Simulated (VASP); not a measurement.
Write the native input for VASP 6.6.1 that does the following.

* Task: single point
* Functional: PBE
* Potentials or basis: VASP PAW PBE potentials, release 64 (Ni, Al)
* Cutoff: 520 eV
* k mesh: 13 × 13 × 13
* Occupations: fermi-dirac, width 0.08 eV
* Spin: no spin polarisation
* Dipole correction: no
* Further INCAR settings: ALGO = Normal; EDIFF = 1e-06; NBANDS = 14

The structure of AlNi (zincblende type) lies in POSCAR:

```
AlNi
1.0
    0.0000000000      2.3868917494      2.3868917494
    2.3868917494      0.0000000000      2.3868917494
    2.3868917494      2.3868917494      0.0000000000
Ni Al
1 1
Direct
    0.0000000000      0.0000000000      0.0000000000
    0.2500000000      0.2500000000      0.2500000000
```

These files were run (other wordings do the same):

INCAR

```
  PREC = Accurate
  ENCUT = 520
  EDIFF = 1E-6
  ISMEAR = -1
  SIGMA = 0.08
  LREAL = False
  LASPH = True
  NELM = 60
  ALGO = Normal
  ISIF = 2
  LWAVE = False
  LCHARG = False
  GGA = PE
  NBANDS = 14
```

KPOINTS

```
Automatic mesh
0
Gamma
  13 13 13
```

Potentials or basis: VASP PAW PBE potentials, release 64 (Ni, Al).

The run is started by

```sh
$ cat potpaw_PBE.64/Ni/POTCAR potpaw_PBE.64/Al/POTCAR > POTCAR
$ mpirun -np 1 vasp_std > vasp.out
```

It gave:

- Pressure: 46.0 GPa

Wall time 34 s on 1 thread of Intel Xeon 6975P-C (shared host), peak memory 0.17 GiB.
